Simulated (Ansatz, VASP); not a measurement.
# CsSnI3 in VASP and in Ansatz

Contents of INCAR:

```
ALGO = Normal
EDIFF = 1E-6
ENCUT = 520
GGA = PE
ISIF = 2
ISMEAR = 0
LASPH = T
LCHARG = T
LELF = T
LREAL = F
LVHAR = T
LWAVE = F
NBANDS = 30
NELM = 80
PREC = Accurate
SIGMA = 0.03
```

KPOINTS

```
k-points
0
Gamma
  6 6 6
```

The input POSCAR:

```
CsSnI3
1.0
    6.1126145000      0.0000000000      0.0000000000
    0.0000000000      6.1126145000      0.0000000000
    0.0000000000      0.0000000000      6.0195290000
Cs Sn I
1 1 3
Direct
    0.0000000000      0.0000000000      0.0000000000
    0.5000000000      0.5000000000      0.5000000000
    0.0000000000      0.5000000000      0.5000000000
    0.5000000000      0.0000000000      0.5000000000
    0.5000000000      0.5000000000      0.0000000000
```

Input for Ansatz:

```yaml
crystal:
  lattice:
    - [6.1126145, 0.0, 0.0]
    - [0.0, 6.1126145, 0.0]
    - [0.0, 0.0, 6.019529]
  atoms:
    - { symbol: Cs, position: [0.0, 0.0, 0.0] }
    - { symbol: Sn, position: [0.5, 0.5, 0.5] }
    - { symbol: I, position: [0.0, 0.5, 0.5] }
    - { symbol: I, position: [0.5, 0.0, 0.5] }
    - { symbol: I, position: [0.5, 0.5, 0.0] }
basis:
  ecutwfc: 420
kpoints:
  mp_grid: { grid: [6, 6, 6] }
hamiltonian:
  xc: pbe
scf:
  occupations: { method: gaussian, width: 0.03 }
output:
  forces: true
  stress: true
  eigenvalues: true
```

Change from the starting cell: strain -0.015 along x and y, -0.030 along z, atoms carried along.

Alike in both runs: task single point; functional PBE; k mesh 6 × 6 × 6; occupations gaussian, width 0.03 eV; no spin polarisation.

|  | VASP | Ansatz |
| --- | --- | --- |
| version | VASP 6.6.1 | Ansatz 0.2.0 |
| potentials or method | VASP PAW PBE potentials, release 64 (Cs_sv, Sn_d, I), cutoff 520 eV | scalar-relativistic, plane waves, PAW |
| valence electrons in the cell | 44 | 74 |

```tsv
	VASP	Ansatz	Ansatz less VASP
gap on the k mesh at the Fermi level (eV)	none	none	-
pressure (GPa)	1.9	1.9	0.00
traceless stress, the component that is largest in VASP (GPa)	0.48	0.48	0.000
```

A gap of «none» marks a metal or a gap that the smearing closes. VASP's potentials hold 44 valence electrons a cell and Ansatz's 74, so a difference there can come from the potentials and not from the codes.

Spin-orbit coupling is off throughout.
